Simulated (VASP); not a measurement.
Input of a VASP 6.6.1 run:

The input INCAR:

```
SYSTEM = LiH
ALGO = Normal
EDIFF = 1E-8
ENCUT = 520
GGA = PS
IBRION = 8
ISIF = 2
ISMEAR = 0
LASPH = .TRUE.
LCHARG = .FALSE.
LREAL = .FALSE.
LWAVE = .FALSE.
NELM = 100
NSW = 1
PREC = Accurate
SIGMA = 0.01
```

KPOINTS

```
k-points
0
G
  10 10 10
  0 0 0
```

File POSCAR:

```
LiH
1.0
    1.8234825461      1.8234825461      0.0000000000
   -1.8234825461      1.8234825461      0.0000000000
    0.0000000000      1.8234825461      1.8234825461
Li H
1 1
Direct
    0.0000000000      0.0000000000      0.0000000000
    0.5000000000      0.5000000000      0.0000000000
```

Potentials or basis: VASP PAW PBE potentials, release 64 (Li_sv, H).

Run with:

```console
$ cat potpaw_PBE.64/Li_sv/POTCAR potpaw_PBE.64/H/POTCAR > POTCAR
$ mpirun -np 1 vasp_std > vasp.out
```

(1) Estimate the highest phonon frequency at Γ, LO-TO splitting left out.

## Answers

(1) 892 cm⁻¹.

Caveat: the cell wasn't relaxed at this level first, which shifts response properties.
